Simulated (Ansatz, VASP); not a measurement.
# CO2 in VASP and in Ansatz

File INCAR:

```
SYSTEM = CO2
  PREC = Accurate
  ENCUT = 520
  EDIFF = 1E-6
  ISMEAR = 0
  SIGMA = 0.05
  LREAL = .False.
  LASPH = .True.
  NELM = 100
  ALGO = Normal
  ISIF = 2
  LWAVE = .False.
  LCHARG = .False.
  GGA = PE
  NBANDS = 44
```

The input KPOINTS:

```
Automatic mesh
0
Gamma
  4 4 4
  0 0 0
```

Contents of POSCAR:

```
CO2
1.0
    6.6260681983      0.0000000000      0.0000000000
    0.0000000000      6.6260681983      0.0000000000
    0.0000000000      0.0000000000      5.8733468510
C O
4 8
Direct
    0.0000000000      0.0000000000      0.0000000000
    0.5000000000      0.0000000000      0.5000000000
    0.5000000000      0.5000000000      0.0000000000
    0.0000000000      0.5000000000      0.5000000000
    0.1114834447      0.1114834447      0.1114834447
    0.3885165553      0.8885165553      0.6114834447
    0.6114834447      0.3885165553      0.8885165553
    0.8885165553      0.6114834447      0.3885165553
    0.8885165553      0.8885165553      0.8885165553
    0.6114834447      0.1114834447      0.3885165553
    0.3885165553      0.6114834447      0.1114834447
    0.1114834447      0.3885165553      0.6114834447
```

Input for Ansatz:

```yaml
crystal:
  lattice:
    - [6.6260681983, 0.0, 0.0]
    - [0.0, 6.6260681983, 0.0]
    - [0.0, 0.0, 5.873346851]
  atoms:
    - { symbol: C, position: [0.0, 0.0, 0.0] }
    - { symbol: C, position: [0.5, 0.0, 0.5] }
    - { symbol: C, position: [0.5, 0.5, 0.0] }
    - { symbol: C, position: [0.0, 0.5, 0.5] }
    - { symbol: O, position: [0.1114834447, 0.1114834447, 0.1114834447] }
    - { symbol: O, position: [0.3885165553, 0.8885165553, 0.6114834447] }
    - { symbol: O, position: [0.6114834447, 0.3885165553, 0.8885165553] }
    - { symbol: O, position: [0.8885165553, 0.6114834447, 0.3885165553] }
    - { symbol: O, position: [0.8885165553, 0.8885165553, 0.8885165553] }
    - { symbol: O, position: [0.6114834447, 0.1114834447, 0.3885165553] }
    - { symbol: O, position: [0.3885165553, 0.6114834447, 0.1114834447] }
    - { symbol: O, position: [0.1114834447, 0.3885165553, 0.6114834447] }
basis:
  ecutwfc: 520.0
kpoints:
  mp_grid: { grid: [4, 4, 4] }
hamiltonian:
  xc: pbe
scf:
  occupations: { method: gaussian, width: 0.05 }
output:
  forces: true
  stress: true
  eigenvalues: true
```

Alike in both runs: task single point; functional PBE; k mesh 4 × 4 × 4; occupations gaussian, width 0.05 eV; no spin polarisation.

|  | VASP | Ansatz |
| --- | --- | --- |
| version | VASP 6.6.1 | Ansatz 0.2.0 |
| potentials or method | VASP PAW PBE potentials, release 64 (C, O), cutoff 520 eV | scalar-relativistic, plane waves, PAW |
| valence electrons in the cell | 64 | 64 |

```tsv
	VASP	Ansatz	Ansatz less VASP
gap on the k mesh at the Fermi level (eV)	6.06	6.08	+0.020
least direct gap on the mesh (eV)	6.06	6.08	+0.020
pressure (GPa)	-10.0	-10.7	-0.69
traceless stress, the component that is largest in VASP (GPa)	1.63	1.76	+0.126
rms of the force components (eV/Å)	2.243	2.440	+0.1970
```

Atom by atom the forces differ by 0.197 eV/Å (rms over components). With one functional, cell and mesh, what is left measures potentials, basis and numerics.

Noted on VASP's run: the standard files for N, O and F lose accuracy on very short bonds.
